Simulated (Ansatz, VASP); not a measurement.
# Ca2Zn in VASP and in Ansatz

The input INCAR:

```
  PREC = Accurate
  ENCUT = 520
  EDIFF = 1E-6
  ISMEAR = -1
  SIGMA = 0.05
  LREAL = F
  LASPH = T
  NELM = 80
  ALGO = Normal
  ISIF = 2
  LWAVE = F
  LCHARG = F
  NBANDS = 41
```

The input KPOINTS:

```
Automatic mesh
0
Gamma
  3 3 6
```

File POSCAR:

```
Ca2Zn
1.0
    7.4584900000      0.0000000000      0.0000000000
    0.0000000000      7.4584900000      0.0000000000
    0.0000000000      0.0000000000      3.9483800000
Ca Zn
4 2
Direct
    0.2821600000      0.2821600000      0.0000000000
    0.7178400000      0.7178400000      0.0000000000
    0.2178400000      0.7821600000      0.5000000000
    0.7821600000      0.2178400000      0.5000000000
    0.0000000000      0.0000000000      0.0000000000
    0.5000000000      0.5000000000      0.5000000000
```

Input for Ansatz:

```yaml
crystal:
  lattice:
    - [7.45849, 0.0, 0.0]
    - [0.0, 7.45849, 0.0]
    - [0.0, 0.0, 3.94838]
  atoms:
    - { symbol: Ca, position: [0.28216, 0.28216, 0.0] }
    - { symbol: Ca, position: [0.71784, 0.71784, 0.0] }
    - { symbol: Ca, position: [0.21784, 0.78216, 0.5] }
    - { symbol: Ca, position: [0.78216, 0.21784, 0.5] }
    - { symbol: Zn, position: [0.0, 0.0, 0.0] }
    - { symbol: Zn, position: [0.5, 0.5, 0.5] }
accuracy: low
basis:
  ecutwfc: 500.0
kpoints:
  mp_grid:
    grid: [3, 3, 6]
hamiltonian:
  xc: lda
scf:
  occupations:
    method: fermi_dirac
    width: 0.05
output:
  stress: true
```

Alike in both runs: task single point; functional LDA; k mesh 3 × 3 × 6; occupations fermi-dirac, width 0.05 eV; no spin polarisation.

|  | VASP | Ansatz |
| --- | --- | --- |
| version | VASP 6.6.1 | Ansatz 0.2.0 |
| potentials or method | VASP PAW LDA potentials, release 64 (Ca_sv, Zn), cutoff 520 eV | plane waves, PAW |
| valence electrons in the cell | 64 | 64 |

```csv
,VASP,Ansatz,Ansatz less VASP
pressure (GPa),-2.3,-2.4,-0.06
"traceless stress, the component that is largest in VASP (GPa)",0.87,0.88,+0.009
```

LDA's correlation is that of Perdew and Zunger in VASP and of Perdew and Wang (1992) in Ansatz.
